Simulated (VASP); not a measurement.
Write the native input for VASP 6.6.1 that does the following.

```
Task                   : single point
Functional             : PBEsol
Potentials or basis    : VASP PAW PBE potentials, release 64 (Os)
Cutoff                 : 520 eV
k mesh                 : 18 × 18 × 12
Occupations            : gaussian, width 0.15 eV
Spin                   : no spin polarisation
Dipole correction      : no
Further INCAR settings : ALGO = Normal; EDIFF = 1e-06; NBANDS = 15
```

The structure of Os lies in POSCAR:

```
Os
1.0
    2.7340999755      0.0000000000      0.0000000000
   -1.3670499878      2.3678000353      0.0000000000
    0.0000000000      0.0000000000      4.8056662500
Os
2
Direct
    0.3333333333      0.6666666667      0.2500000000
    0.6666666667      0.3333333333      0.7500000000
```

This cell differs from its parent crystal: strain +0.1125 x Voigt [0, 0, 1, 0, 0, 0].

The input as run:

INCAR

```
PREC = Accurate
ENCUT = 520
EDIFF = 1E-6
ISMEAR = 0
SIGMA = 0.15
LREAL = False
LASPH = True
NELM = 100
ALGO = Normal
ISIF = 2
LWAVE = False
LCHARG = True
GGA = PS
LELF = True
LVHAR = True
NBANDS = 15
```

KPOINTS

```
Automatic mesh
0
Gamma
  18 18 12
```

Potentials or basis: VASP PAW PBE potentials, release 64 (Os).

Launch:

```console
$ cat potpaw_PBE.64/Os/POTCAR > POTCAR
$ mpirun -np 1 vasp_std > vasp.out
```

It gave:

```
Pressure               : -34.1 GPa
Band gap on the k mesh : zero (band 8 reaches 9.55 eV, above the bottom of band 9 at 6.48 eV)
```

Caveat: the cell differs from its parent crystal (strain +0.1125 x Voigt [0, 0, 1, 0, 0, 0]); the PAW data sets were made with another functional, which shifts forces and pressure a little; spin-orbit coupling is left out, which moves the levels of the heavy elements.

It took 34 s on 1 thread of Intel(R) Xeon(R) 6975P-C (Granite Rapids), with other jobs on the host, peak memory 0.22 GiB.
